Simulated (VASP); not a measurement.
Input of a VASP 6.6.1 run:

The input INCAR:

```
  ALGO = Normal
  EDIFF = 1E-6
  ENCUT = 520
  GGA = PS
  ISIF = 2
  ISMEAR = 0
  LASPH = T
  LCHARG = T
  LELF = T
  LREAL = F
  LVHAR = T
  LWAVE = F
  NBANDS = 27
  NELM = 100
  PREC = Accurate
  SIGMA = 0.05
```

File KPOINTS:

```
k-points
0
Gamma
  8 8 8
```

File POSCAR:

```
KTaO3
1.0
    3.8282943089      0.0000000000      0.0000000000
    0.0000000000      3.8282943089      0.0000000000
    0.0000000000      0.0000000000      4.3190816393
K Ta O
1 1 3
Direct
    0.5000000000      0.5000000000      0.5000000000
    0.0000000000      0.0000000000      0.0000000000
    0.5000000000      0.0000000000      0.0000000000
    0.0000000000      0.5000000000      0.0000000000
    0.0000000000      0.0000000000      0.5000000000
```

Potentials or basis: VASP PAW PBE potentials, release 64 (K_sv, Ta_pv, O).

Launch:

```console
$ cat potpaw_PBE.64/K_sv/POTCAR potpaw_PBE.64/Ta_pv/POTCAR potpaw_PBE.64/O/POTCAR > POTCAR
$ mpirun -np 1 vasp_std > vasp.out
```

(1) Predict the pressure.

(2) Predict the band gap on the k mesh.

## Answers

(1) 6.3 GPa.

(2) 1.91 eV (least direct gap 2.31 eV).

Caveat: the cell stands under pressure; the PAW data sets were made with another functional, which shifts forces and pressure a little; spin-orbit coupling is left out, which moves the levels of the heavy elements.
